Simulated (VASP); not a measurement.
Here is a VASP 6.6.1 calculation.

Contents of INCAR:

```
ALGO = Normal
EDIFF = 1E-8
ENCUT = 520
GGA = PS
ISIF = 2
ISMEAR = -1
LASPH = True
LCHARG = False
LEFG = True
LREAL = False
LWAVE = False
NBANDS = 12
NELM = 60
PREC = Accurate
SIGMA = 0.08
```

The input KPOINTS:

```
k-points
0
Gamma
  14 14 14
```

Contents of POSCAR:

```
Zr
1.0
   -1.8100000000      1.8100000000      1.8462000000
    1.8100000000     -1.8100000000      1.8462000000
    1.8100000000      1.8100000000     -1.8462000000
Zr
1
Direct
    0.0000000000      0.0000000000      0.0000000000
```

Potentials or basis: VASP PAW PBE potentials, release 64 (Zr_sv).

The run is started by

```sh
$ cat potpaw_PBE.64/Zr_sv/POTCAR > POTCAR
$ mpirun -np 1 vasp_std > vasp.out
```

**Question.** What does it give for the band gap on the k mesh?

**Answer.** Zero (bands 6 and 7 overlap by 1.61 eV).

**Question.** Estimate the pressure.

**Answer.** -8.0 GPa.

Electric field gradients, principal values (V/Å²):
```
atom  least  middle  greatest (by size)
1 Zr  0.365   0.365              -0.730
```

Caveat: the cell differs from its parent crystal (zz strain of +2 %); the cell stands under tension; without QUAD_EFG the Cq values of the log hold for a quadrupole moment of 1 mb, not for the nuclei; the PAW data sets were made with another functional, which shifts forces and pressure a little.
